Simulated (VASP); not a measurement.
The system is Ta.

```
Ta
1.0
    -1.65128    1.65128    1.65128
     1.65128   -1.65128    1.65128
     1.65128    1.65128   -1.65128
Ta
1
Direct
  0.00000 0.00000 0.00000
```

Program: VASP 6.6.1. Alike in all runs: task single point; potentials or basis VASP PAW PBE potentials, release 64 (Ta_pv); no spin polarisation; cell as given; k mesh 12 × 12 × 12; cutoff (eV) 500; smearing gaussian 0.1 eV.

**Question.** Order these runs on this cell by their pressure, lowest first.
A. level revPBE
B. level BLYP
C. level PBEsol

**Answer.** C (-4.6 GPa), A (4.9 GPa), B (8.9 GPa).

Caveats: the PAW data sets were made with another functional, which shifts forces and pressure a little.
